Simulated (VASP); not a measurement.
# ScAl7N8 (Cm) in VASP: a series of runs

Runs on ScAl7N8. Level: PBEsol. Tasks: single point, relaxation of cell and atoms.

Everything below comes from runs of VASP 6.6.1. Logs are shortened: lines on timing, memory, paths and dates and some standing lists are left out, and cuts for length are marked.

## (1) The cell of the first run

It takes space group Cm (No. 8, monoclinic). The conventional cell has a = 10.028 Å, b = 6.331 Å, c = 7.429 Å, α = 90.00°, β = 132.36°, γ = 90.00°. Within 2.5 Å of Sc (site symmetry m) lie 4 N at 1.86 to 2.40 Å. Within 2.4 Å of Al (site symmetry 1) lie 4 N at 1.82 to 2.36 Å. Al (site symmetry m) has 4 N at 1.82 to 2.37 Å within 2.4 Å. Within 2.4 Å of Al (site symmetry 1) lie 4 N at 1.83 to 2.35 Å. Al (site symmetry m) has 4 N at 1.83 to 2.35 Å within 2.4 Å. Al (site symmetry m) has 4 N at 1.83 to 2.36 Å within 2.4 Å. Within 2.4 Å of N (site symmetry m) lie 3 Al at 1.83 Å and 1 Sc at 2.40 Å. Within 2.4 Å of N (site symmetry m) lie 4 Al at 1.84 to 2.37 Å.

## (2) Single point, PBEsol (atoms moved along the polar distortion)

INCAR

```
SYSTEM = ScAl7N8
PREC     = Accurate       ! precision mode
ENCUT    = 520            ! plane-wave cutoff, eV
EDIFF    = 1E-6           ! SCF threshold, eV
ISMEAR   = 0              ! smearing method
SIGMA    = 0.01           ! smearing width, eV
LREAL    = Auto         
LASPH    = .TRUE.         ! aspherical terms in the spheres
NELM     = 100            ! most SCF steps
ALGO     = Normal         ! electronic algorithm
ISIF     = 2              ! what is computed and relaxed
LWAVE    = .FALSE.        ! write WAVECAR
LCHARG   = .TRUE.         ! write CHGCAR
GGA      = PS             ! functional
LELF     = .TRUE.         ! ELF
LVHAR    = .TRUE.       
NBANDS   = 50             ! bands
```

KPOINTS

```
Automatic mesh
0
G
  6 6 6
  0 0 0
```

POSCAR

```
ScAl7N8
1.0
    3.1653429529     -0.0036621200      5.0137535171
    3.1653429529      0.0036621200     -5.0137535171
   -3.1653429529      5.4897408600     -0.0040008947
Sc Al N
1 7 8
Direct
    0.1437728544      0.1901607438      0.3339335906
    0.1451830577      0.1897183619      0.8334996252
    0.6441744894      0.6885011159      0.3326755977
    0.6437812708      0.6883165749      0.8334996252
    0.0614265654      0.6054699379      0.1658053704
    0.5603354249      0.1043787974      0.1658053704
    0.0608103507      0.6069752171      0.6677855753
    0.5622010627      0.1048492057      0.6670502759
    0.3826586924      0.9512212237      0.3338799086
    0.8805988251      0.4525302008      0.3331290184
    0.3800286127      0.9542437293      0.8331261526
    0.8788824308      0.4530975474      0.8331261526
    0.2980309601      0.3728043083      0.1640108628
    0.2974130783      0.3743789512      0.6717920369
    0.7912065470      0.8659798952      0.1640108628
    0.7974957775      0.8693741895      0.6668699745
```

Potentials or basis: VASP PAW PBE potentials, release 64 (Sc_sv, Al, N).

On the command line:

```bash
cat potpaw_PBE.64/Sc_sv/POTCAR potpaw_PBE.64/Al/POTCAR potpaw_PBE.64/N/POTCAR > POTCAR
mpirun -np 1 vasp_std > vasp.out
```

OUTCAR:

```text
SYSTEM = ScAl7N8
   PREC = Accurate
   ENCUT = 520
   EDIFF = 1E-6
   ISMEAR = 0
   LREAL = Auto
   LASPH = .TRUE.
   NELM = 100
   ISIF = 2
   GGA = PS

 ion  position               nearest neighbor table
   1  0.144  0.190  0.334-  13 1.86  15 1.86  14 1.86   9 2.40   5 3.10   6 3.10   7 3.11   6 3.11
                             5 3.11   8 3.12   4 3.16   2 3.16   3 3.17   3 3.17   2 3.17   4 3.17
   2  0.145  0.190  0.833-  14 1.82  13 1.82  16 1.84  11 2.36   8 3.10   7 3.10   6 3.10   5 3.10
                             7 3.10   8 3.11   4 3.16   3 3.16   1 3.16   1 3.17   4 3.17   3 3.17
   3  0.644  0.689  0.333-  15 1.82  13 1.82  16 1.84  10 2.37   6 3.10   5 3.10   7 3.10   8 3.10
                             5 3.11   6 3.11   4 3.16   2 3.16   1 3.17   1 3.17   2 3.17   4 3.17
   4  0.644  0.688  0.833-  14 1.82  15 1.82  16 1.84  12 2.36   8 3.10   7 3.10   5 3.10   6 3.10
                             7 3.10   8 3.11   2 3.16   3 3.16   1 3.16   1 3.17   2 3.17   3 3.17
   5  0.061  0.605  0.166-  12 1.83   9 1.83  10 1.84  13 2.35   1 3.10   3 3.10   4 3.10   2 3.10
                             3 3.11   1 3.11   7 3.16   6 3.16   8 3.16   6 3.17   8 3.17   7 3.18
   6  0.560  0.104  0.166-  11 1.83   9 1.83  10 1.84  15 2.35   1 3.10   3 3.10   2 3.10   4 3.10
                             3 3.11   1 3.11   7 3.16   5 3.16   8 3.16   5 3.17   8 3.17   7 3.18
   7  0.061  0.607  0.668-  12 1.83  11 1.83  10 1.84  14 2.35   4 3.10   2 3.10   3 3.10   2 3.10
                             4 3.10   1 3.11   6 3.16   5 3.16   8 3.17   8 3.17   5 3.18   6 3.18
   8  0.562  0.105  0.667-  11 1.83  12 1.83   9 1.83  16 2.36   4 3.10   2 3.10   3 3.10   2 3.11
                             4 3.11   1 3.12   5 3.16   6 3.16   7 3.17   7 3.17   6 3.17   5 3.17
   9  0.383  0.951  0.334-   6 1.83   5 1.83   8 1.83   1 2.40
  10  0.881  0.453  0.333-   5 1.84   6 1.84   7 1.84   3 2.37
  11  0.380  0.954  0.833-   8 1.83   6 1.83   7 1.83   2 2.36
  12  0.879  0.453  0.833-   8 1.83   5 1.83   7 1.83   4 2.36
  13  0.298  0.373  0.164-   2 1.82   3 1.82   1 1.86   5 2.35
  14  0.297  0.374  0.672-   2 1.82   4 1.82   1 1.86   7 2.35
  15  0.791  0.866  0.164-   4 1.82   3 1.82   1 1.86   6 2.35
  16  0.797  0.869  0.667-   4 1.84   2 1.84   3 1.84   8 2.36

  LATTYP: Found a base centered monoclinic cell.
 ALAT       =    10.0275097091
 B/A-ratio  =     0.6313318151
 C/A-ratio  =     0.7408930550
 COS(beta)  =    -0.6737829789

  Lattice vectors:

 A1 = (   3.1653429529,   0.0036621200,  -5.0137535171)
 A2 = (  -3.1653429529,   0.0036621200,  -5.0137535171)
 A3 = (   0.0000000000,   5.4860787400,   5.0097526224)

Analysis of symmetry for initial positions (statically):
=====================================================================
 Subroutine PRICEL returns:
 Original cell was already a primitive cell.

 Routine SETGRP: Setting up the symmetry group for a
 base centered monoclinic supercell.

 Subroutine GETGRP returns: Found  2 space group operations
 (whereof  2 operations were pure point group operations)
 out of a pool of  4 trial point group operations.

The static configuration has the point symmetry C_1h.

Analysis of symmetry for dynamics (positions and initial velocities):
=====================================================================
 Subroutine PRICEL returns:
 Original cell was already a primitive cell.

 Routine SETGRP: Setting up the symmetry group for a
 base centered monoclinic supercell.

 Subroutine GETGRP returns: Found  2 space group operations
 (whereof  2 operations were pure point group operations)
 out of a pool of  4 trial point group operations.

The dynamic configuration has the point symmetry C_1h.

 Subroutine INISYM returns: Found  2 space group operations
 (whereof  2 operations are pure point group operations),
 and found     1 'primitive' translations

----------------------------------------------------------------------------------------

                                     Primitive cell

  volume of cell :     174.2470

  direct lattice vectors                    reciprocal lattice vectors
     3.165342953 -0.003662120  5.013753517     0.157960767  0.091151708  0.099792263
     3.165342953  0.003662120 -5.013753517     0.157960767  0.091006349 -0.099659212
    -3.165342953  5.489740860 -0.004000895     0.000000000  0.182158058  0.000133051

  length of vectors
     5.929345137  5.929345137  6.336928809     0.207891158  0.207763611  0.182158106

  position of ions in fractional coordinates (direct lattice)
     0.143772854  0.190160744  0.333933591
     0.145183058  0.189718362  0.833499625
     0.644174489  0.688501116  0.332675598
[... 44 lines left out ...]
     0.026326794  0.015191951  0.016632044     0.166666667  0.000000000  0.000000000
     0.026326794  0.015167725 -0.016609869     0.000000000  0.166666667 -0.000000000
     0.000000000  0.030359676  0.000022175    -0.000000000  0.000000000  0.166666667

  Length of vectors
     0.034648526  0.034627268  0.030359684

  Shift w.r.t. Gamma in fractional coordinates (k-lattice)
     0.000000000  0.000000000  0.000000000

 Subroutine IBZKPT returns following result:
 ===========================================

 Found     68 irreducible k-points:

 Following reciprocal coordinates:
            Coordinates               Weight
  0.000000  0.000000  0.000000      1.000000
  0.166667  0.000000  0.000000      4.000000
  0.333333  0.000000 -0.000000      4.000000
  0.500000  0.000000  0.000000      2.000000
  0.000000  0.166667  0.000000      4.000000
  0.166667  0.166667  0.000000      4.000000
[... 16 lines left out ...]
  0.333333 -0.000000  0.166667      4.000000
  0.500000  0.000000  0.166667      4.000000
 [... further k-points ...]
   k-points           NKPTS =     68   k-points in BZ     NKDIM =     68   number of bands    NBANDS=     50
   number of dos      NEDOS =    301   number of ions     NIONS =     16
   total plane-waves  NPLWV = 110592
   dimension x,y,z NGX =    48 NGY =   48 NGZ =   48
   dimension x,y,z NGXF=    96 NGYF=   96 NGZF=   96
   ions per type =               1   7   8
   NGX,Y,Z   is equivalent  to a cutoff of  13.46, 13.46, 12.59 a.u.
   NGXF,Y,Z  is equivalent  to a cutoff of  26.92, 26.92, 25.19 a.u.
 SYSTEM =  ScAl7N8
   PREC   = accura    normal or accurate (medium, high low for compatibility)
   ISTART =      0    job   : 0-new  1-cont  2-samecut
   ICHARG =      2    charge: 1-file 2-atom 10-const
   ISPIN  =      1    spin polarized calculation?
   LNONCOLLINEAR =      F non collinear calculations
   LSORBIT =      F    spin-orbit coupling
   LASPH  =      T    aspherical Exc in radial PAW
   ENCUT  =  520.0 eV  38.22 Ry    6.18 a.u.  11.02 11.02 11.78*2*pi/ulx,y,z
   NELM   =    100;   NELMIN=  2; NELMDL= -5     # of ELM steps
   EDIFF  = 0.1E-05   stopping-criterion for ELM
   LREAL  =      T    real-space projection
   EDIFFG = 0.1E-04   stopping-criterion for IOM
   NSW    =      0    number of steps for IOM
   IBRION =     -1    ionic relax: 0-MD 1-quasi-New 2-CG
   NFREE  =      0    steps in history (QN), initial steepest desc. (CG)
   ISIF   =      2    stress and relaxation
   ISYM   =      2    0-nonsym 1-usesym 2-fastsym
   POTIM  = 0.5000    time-step for ionic-motion
   TEBEG  =    0.0;   TEEND  =   0.0 temperature during run
   PSTRESS=    0.0 pullay stress
   NELECT =      72.0000    total number of electrons
   NUPDOWN=      -1.0000    fix difference up-down
   EMIN   =  10.00;   EMAX   =-10.00  energy-range for DOS
   EFERMI =   0.00;   METHOD = LEGACY
   ISMEAR =     0;   SIGMA  =   0.01  broadening in eV -4-tet -1-fermi 0-gaus
   EFERMI_NEDOS =   21; number of points for ismear=-14 and -15
   IALGO  =     38    algorithm
   IMIX   =      4    mixing-type and parameters
     AMIX     =   0.40;   BMIX     =  1.00
     AMIX_MAG =   1.60;   BMIX_MAG =  1.00
  volume/ion in A,a.u.               =      10.89        73.49
  Fermi-wavevector in a.u.,A,eV,Ry     =   1.219356  2.304249 20.229540  1.486829
  Thomas-Fermi vector in A             =   2.354611
   LORBIT       =      0    0 simple, 1 ext, 2 COOP (PROOUT), +10 PAW based schemes
   GGA     = PS    functional components
   LHFCALC =     F    Hartree Fock is set to
   AEXX    =    0.0000 exact exchange contribution
   IVDW    =     0    specifies the selected vdW correction
   LEPSILON=     F    determine dielectric tensor
   LRPA    =     F    only Hartree local field effects (RPA)
 non-spin polarized calculation
 Gauss-broadening in eV      SIGMA  =   0.01
  energy-cutoff  :      520.00
  volume of cell :      174.25
 maximum number of plane-waves:      4730
 NGX is ok and might be reduce to    48
   NGX = 23   NGY = 23   NGZ = 23

 number of electron      71.9999998 magnetization

 Free energy of the ion-electron system (eV)
  ---------------------------------------------------
  ext. energy  EPLUGINS =         0.00000000
  ---------------------------------------------------
  free energy    TOTEN  =      -123.88201366 eV

  energy without entropy =     -123.88201366  energy(sigma->0) =     -123.88201366

 E-fermi :   6.6269     XC(G=0): -11.0574

 val. band max:        6.5779874475   @ k =   0.0000   0.0000   0.0000
 cond. band min:       9.0675903153   @ k =   0.0000   0.0000   0.0000
 fundamental gap:      2.4896028678
 Fermi energy:         6.6269306888

 k-point     1 :       0.0000    0.0000    0.0000
  band No.  band energies     occupation
      1     -39.9724      2.00000
      2     -19.1880      2.00000
      3     -19.1853      2.00000
      4     -18.8906      2.00000
      5      -9.2747      2.00000
      6      -7.5412      2.00000
[... 1213 lines left out ...]
     47      13.3524      0.00000
     48      13.7382      0.00000

 [... further k-points ...]

 [bands above 48 left out]

------------------------ aborting loop because EDIFF is reached ----------------------------------------

  FORCE on cell =-STRESS in cart. coord.  units (eV):
  Direction    XX          YY          ZZ          XY          YZ          ZX
  --------------------------------------------------------------------------------------
  -------------------------------------------------------------------------------------
  Total       19.1883510     18.7745019    -14.7000455      0.0000000      0.1309444      0.0000000
  in kB      176.4342424    172.6289566   -135.1648918      0.0000000      1.2040153      0.0000000
  external PRESSURE =      71.2994357 kB  Pullay stress =       0.0000000 kB

 VOLUME and BASIS-vectors are now :
 -----------------------------------------------------------------------------
  energy-cutoff  :      520.00
  volume of cell :      174.25
      direct lattice vectors                 reciprocal lattice vectors
     3.165342953 -0.003662120  5.013753517     0.157960767  0.091151708  0.099792263
     3.165342953  0.003662120 -5.013753517     0.157960767  0.091006349 -0.099659212
    -3.165342953  5.489740860 -0.004000895     0.000000000  0.182158058  0.000133051

 POSITION                                       TOTAL-FORCE (eV/Angst)
 -----------------------------------------------------------------------------------
      0.00000      1.83338     -0.23391        -0.000000      0.028922      1.008801
     -1.57823      4.57586     -0.22662         0.183616      0.131153      0.712971
      3.16534      1.82647     -0.22357        -0.000000     -0.205079      0.532107
      1.57823      4.57586     -0.22662        -0.183616      0.131153      0.712971
      1.58613      0.91222     -2.72836        -0.023152     -0.054160      0.776871
      1.57922      0.90856      2.28539         0.023152     -0.054160      0.776871
[... 8 lines left out ...]
      4.72641      0.90065     -0.37555        -2.921997     -1.677769     -0.890345
      3.16534      3.66121     -0.36305        -0.000000     -0.054615     -0.687669
 -----------------------------------------------------------------------------------
    total drift:                               -0.000031     -0.004120     -0.006187

  FREE ENERGIE OF THE ION-ELECTRON SYSTEM (eV)
  ---------------------------------------------------
  free  energy   TOTEN  =      -123.8820136621 eV

  energy  without entropy=     -123.8820136621  energy(sigma->0) =     -123.88201366
```

Wall time 18 min (1 thread of Intel Xeon Platinum 8488C (Sapphire Rapids), shared host); peak memory 0.55 GiB.

What came out:

```
Free energy            : -123.8820 eV
Pressure               : 7.1 GPa
Largest force          : 3.485 eV/Å
Band gap on the k mesh : 2.49 eV
```

Forces on the atoms (eV/Å):
```
Sc   0.000  0.029  1.009
Al   0.184  0.131  0.713
Al   0.000 -0.205  0.532
Al  -0.184  0.131  0.713
Al  -0.023 -0.054  0.777
Al   0.023 -0.054  0.777
Al   0.000  0.013  0.723
Al   0.000  0.039  0.805
N    0.000  0.004 -0.598
N    0.000  0.042 -0.512
N   -0.032  0.010 -0.755
N    0.032  0.010 -0.755
N    2.922 -1.678 -0.890
N    0.000  3.315 -0.959
N   -2.922 -1.678 -0.890
N    0.000 -0.055 -0.688
```

Stress tensor (GPa, compression positive):
```
 17.64   0.00   0.00
  0.00  17.26   0.12
  0.00   0.12 -13.52
```

Caveat: the cell differs from its parent crystal (atoms moved along the polar distortion); the stress differs along the axes, from -14 to 18 GPa; the PAW data sets were made with another functional, which shifts forces and pressure a little.

## (3) Single point, PBEsol

INCAR

```
SYSTEM = ScAl7N8
ALGO     = Normal         ! electronic algorithm
EDIFF    = 1E-6           ! SCF threshold, eV
ENCUT    = 520            ! plane-wave cutoff, eV
GGA      = PS             ! functional
ISIF     = 2              ! what is computed and relaxed
ISMEAR   = 0              ! smearing method
LASPH    = .True.         ! aspherical terms in the spheres
LCHARG   = .False.        ! write CHGCAR
LREAL    = Auto         
LWAVE    = .False.        ! write WAVECAR
NBANDS   = 50             ! bands
NELM     = 80             ! most SCF steps
PREC     = Accurate       ! precision mode
SIGMA    = 0.02           ! smearing width, eV
```

KPOINTS

```
k-points
0
Gamma
  6 6 6
  0 0 0
```

POSCAR

```
ScAl7N8
1.0
    3.1653429529     -0.0036621200      5.0137535171
    3.1653429529      0.0036621200     -5.0137535171
   -3.1653429529      5.4897408600     -0.0040008947
Sc Al N
1 7 8
Direct
    0.1635914075      0.1721429650      0.3357343725
    0.1692322209      0.1703734375      0.8339985108
    0.6651979474      0.6655044534      0.3307024008
    0.6636250733      0.6647662898      0.8339985108
    0.0842062718      0.5833797618      0.1632214715
    0.5798417097      0.0790151997      0.1632214715
    0.0817414129      0.5894008782      0.6711422911
    0.5873042607      0.0808968328      0.6682010935
    0.3691347597      0.9663848849      0.3355196446
    0.8608952903      0.4716207932      0.3325160835
    0.3586144409      0.9784749073      0.8325046206
    0.8540297133      0.4738901798      0.8325046206
    0.2806238505      0.4027172433      0.1560434411
    0.2781523231      0.4090158146      0.6871681377
    0.7533261978      0.8754195907      0.1560434411
    0.7784831202      0.8889967679      0.6674798881
```

Potentials or basis: VASP PAW PBE potentials, release 64 (Sc_sv, Al, N).

On the command line:

```bash
cat potpaw_PBE.64/Sc_sv/POTCAR potpaw_PBE.64/Al/POTCAR potpaw_PBE.64/N/POTCAR > POTCAR
mpirun -np 1 vasp_std > vasp.out
```

Run time: 10 min. Hardware: 1 thread of Intel Xeon 6975P-C (Granite Rapids), shared host; peak memory 0.54 GiB.

The run converged. Its results:

| Quantity | Value |
| --- | --- |
| Free energy | -127.5866 eV |
| Pressure | 0.1 GPa |
| Largest force | 0.049 eV/Å |
| Band gap on the k mesh | 3.94 eV |

Forces in eV/Å, atoms in the order of the input:
```
Sc   0.000  0.001  0.008
Al  -0.004 -0.003  0.001
Al   0.000 -0.001  0.003
Al   0.004 -0.003  0.001
Al  -0.005 -0.001 -0.004
Al   0.005 -0.001 -0.004
Al   0.000 -0.001 -0.003
Al   0.000  0.003  0.000
N    0.000  0.001  0.042
N    0.000  0.001 -0.005
N    0.000  0.000 -0.001
N    0.000  0.000 -0.001
N    0.041 -0.022 -0.014
N    0.000  0.047 -0.014
N   -0.041 -0.022 -0.014
N    0.000 -0.001  0.003
```

Levels at points of the mesh, in eV from the valence-band top:
| k point | band 32 | band 33 | band 34 | band 35 | band 36 | band 37 | band 38 | band 39 | band 40 | band 41 |
| --- | --- | --- | --- | --- | --- | --- | --- | --- | --- | --- |
| (0.00, 0.00, 0.00) | -0.43 | -0.34 | -0.31 | -0.28 | 0.00 | 3.94 | 4.60 | 4.74 | 4.81 | 5.08 |
| (0.50, 0.00, 0.00) | -0.68 | -0.65 | -0.57 | -0.31 | -0.09 | 4.86 | 4.98 | 5.25 | 5.58 | 5.85 |
| (0.00, 0.50, 0.00) | -0.72 | -0.66 | -0.55 | -0.20 | -0.03 | 4.84 | 4.90 | 5.22 | 5.50 | 5.68 |
| (0.50, 0.50, 0.00) | -0.68 | -0.66 | -0.61 | -0.29 | -0.19 | 4.68 | 4.69 | 4.85 | 5.00 | 5.01 |
| (0.00, 0.00, 0.50) | -0.49 | -0.32 | -0.31 | -0.18 | -0.11 | 5.06 | 5.14 | 5.16 | 5.49 | 5.78 |
| (0.50, 0.50, 0.50) | -1.10 | -1.03 | -0.56 | -0.32 | -0.12 | 4.72 | 4.85 | 5.04 | 5.64 | 5.65 |

Caveat: the PAW data sets were made with another functional, which shifts forces and pressure a little.

(Continued in part 2 of 2.)
